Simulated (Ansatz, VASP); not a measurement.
AlN in VASP and in Ansatz

File INCAR:

```
ALGO     = Normal         # electronic algorithm
EDIFF    = 1E-6           # SCF threshold, eV
ENCUT    = 520            # plane-wave cutoff, eV
GGA      = PS             # functional
ISIF     = 2              # what is computed and relaxed
ISMEAR   = 0              # smearing method
LASPH    = True           # aspherical terms in the spheres
LCHARG   = False          # write CHGCAR
LREAL    = False          # projectors in reciprocal space
LWAVE    = False          # write WAVECAR
NBANDS   = 26             # bands
NELM     = 60             # most SCF steps
PREC     = Accurate       # precision mode
SIGMA    = 0.05           # smearing width, eV
```

File KPOINTS:

```
k-points
0
Gamma
  6 6 6
```

Contents of POSCAR:

```
AlN
1.0
    4.3771405283      0.0000000000      0.0000000000
    0.0000000000     -4.3771405283      0.0000000000
    0.0000000000      0.0000000000     -4.3771405283
Al N
4 4
Direct
   -0.0203547165      0.0863577483     -0.0203547165
    0.5000000000      0.5000000000      0.0000000000
    0.5000000000      0.0000000000      0.5000000000
    0.0000000000      0.5000000000      0.5000000000
    0.7500000000      0.7500000000      0.7500000000
    0.2500000000      0.2500000000      0.7500000000
    0.2500000000      0.7500000000      0.2500000000
    0.7500000000      0.2500000000      0.2500000000
```

Input for Ansatz:

```yaml
crystal:
  lattice:
    - [4.3771405283, 0.0, 0.0]
    - [0.0, -4.3771405283, 0.0]
    - [0.0, 0.0, -4.3771405283]
  atoms:
    - { symbol: Al, position: [-0.0203547165, 0.0863577483, -0.0203547165] }
    - { symbol: Al, position: [0.5, 0.5, 0.0] }
    - { symbol: Al, position: [0.5, 0.0, 0.5] }
    - { symbol: Al, position: [0.0, 0.5, 0.5] }
    - { symbol: "N", position: [0.75, 0.75, 0.75] }
    - { symbol: "N", position: [0.25, 0.25, 0.75] }
    - { symbol: "N", position: [0.25, 0.75, 0.25] }
    - { symbol: "N", position: [0.75, 0.25, 0.25] }
basis:
  ecutwfc: 420
kpoints:
  mp_grid: { grid: [6, 6, 6] }
hamiltonian:
  xc: pbesol
  pseudopotentials: { kind: paw, azcp: { folder: soft_1 } }
scf:
  occupations: { method: gaussian, width: 0.05 }
output:
  forces: true
  stress: true
  eigenvalues: true
```

Alike in both runs: task single point; functional PBEsol; k mesh 6 × 6 × 6; occupations gaussian, width 0.05 eV; no spin polarisation.

|  | VASP | Ansatz |
| --- | --- | --- |
| version | VASP 6.6.1 | Ansatz 0.2.0 |
| potentials or method | VASP PAW PBE potentials, release 64 (Al, N), cutoff 520 eV | scalar-relativistic, plane waves, PAW |
| valence electrons in the cell | 32 | 32 |

```csv
,VASP,Ansatz,Ansatz less VASP
gap on the k mesh at the Fermi level (eV),1.37,1.38,+0.005
least direct gap on the mesh (eV),1.40,1.41,+0.006
pressure (GPa),4.8,4.7,-0.10
"traceless stress, the component that is largest in VASP (GPa)",7.42,7.28,-0.144
rms of the force components (eV/Å),1.761,1.747,-0.0143
```

VASP's potentials were made for PBE, not for PBEsol, and Ansatz warns of the same on its side. Atom by atom the forces differ by 0.018 eV/Å (rms over components).
